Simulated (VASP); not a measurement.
The system is Sb.

```xyz
2
Lattice="2.1251 1.2269 3.7072 -2.1251 1.2269 3.7072 0.0000 -2.4538 3.7072" Properties=species:S:1:pos:R:3 pbc="T T T"
Sb    0.0000    0.0000    8.5248
Sb    0.0000    0.0000    2.5968
```

Base run:

- Program: VASP 6.6.1
- Functional: r2SCAN
- Potentials or basis: VASP PAW PBE potentials, release 64 (Sb_d_GW)
- Cutoff: 550 eV
- k mesh: 8 × 8 × 8
- Occupations: fermi-dirac, width 0.05 eV
- Spin: no spin polarisation

Its results: band gap on the k mesh zero (bands 15 and 16 overlap by 0.23 eV); pressure 4.4 GPa; largest force 0.239 eV/Å.

Question: The run is repeated on the same cell with these changes: functional from r2SCAN to B3LYP5; cutoff from 550 eV to 400 eV; k mesh from 8 × 8 × 8 to 4 × 4 × 4. What comes out?

Answer: Band gap on the k mesh 0.77 eV (least direct gap 0.91 eV); pressure 7.5 GPa; largest force 0.136 eV/Å.

Several settings changed at once.

Caveats: some runs use coarse meshes; the PAW data sets were made with another functional, which shifts forces and pressure a little; spin-orbit coupling is left out, which moves the levels of the heavy elements; the cell stands under pressure (at least some runs).

A k mesh can miss the band edges.
